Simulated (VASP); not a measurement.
The system is MgGeSb2.

```
Mg Sb Ge
1.0
     4.46602    0.00000    0.00000
     0.00000    4.46602    0.00000
     0.00000    0.00000    6.51101
Mg Sb Ge
1 2 1
Direct
  0.00000 0.00000 0.00000
  0.00000 0.50000 0.25899
  0.50000 0.00000 0.74101
  0.50000 0.50000 0.50000
```

| Quantity | Value |
| --- | --- |
| Program | VASP 6.6.1 |
| Task | relaxation of cell and atoms |
| Functional | LDA |
| Potentials or basis | VASP PAW LDA potentials, release 64 (Mg, Sb, Ge_d) |
| Cutoff | 600 eV |
| k mesh | 6 × 6 × 4 |
| Occupations | fermi-dirac, width 0.02 eV |
| Spin | no spin polarisation |

At the start: pressure -2.8 GPa; volume 32.47 Å³/atom.

Q: How do energy, volume and symmetry change on relaxing?

A: Over 10 steps the energy falls by 20.4 meV/atom and the volume is 30.26 Å³/atom (-6.8 %); space group P-4m2 (No. 115, to 0.1 Å) before and after.

Step by step:
| step | energy change (eV) | largest force (eV/Å) | pressure (GPa) | volume (Å³) |
| --- | --- | --- | --- | --- |
| 1 | 0.0000 | 0.0999 | -2.78 | 129.86 |
| 2 | -0.0783 | 0.0548 | 0.59 | 119.56 |
| 3 | -0.0811 | 0.0281 | -0.01 | 121.08 |
| 4 | -0.0811 | 0.0311 | 0.05 | 120.91 |
| 5 | -0.0813 | 0.0132 | 0.06 | 120.87 |
| 6 | -0.0814 | 0.0092 | 0.06 | 120.83 |
| 7 | -0.0814 | 0.0103 | -0.02 | 121.08 |
| 8 | -0.0814 | 0.0102 | -0.01 | 121.06 |
| 9 | -0.0814 | 0.0050 | -0.01 | 121.06 |
| 10 | -0.0815 | 0.0026 | 0.00 | 121.05 |

Final structure:
```
Mg Sb Ge
1.0
     4.35555    0.00000    0.00000
     0.00000    4.35555    0.00000
     0.00000    0.00000    6.38068
Mg Sb Ge
1 2 1
Direct
  0.00000 0.00000 0.00000
  0.00000 0.50000 0.25946
  0.50000 0.00000 0.74054
  0.50000 0.50000 0.50000
```
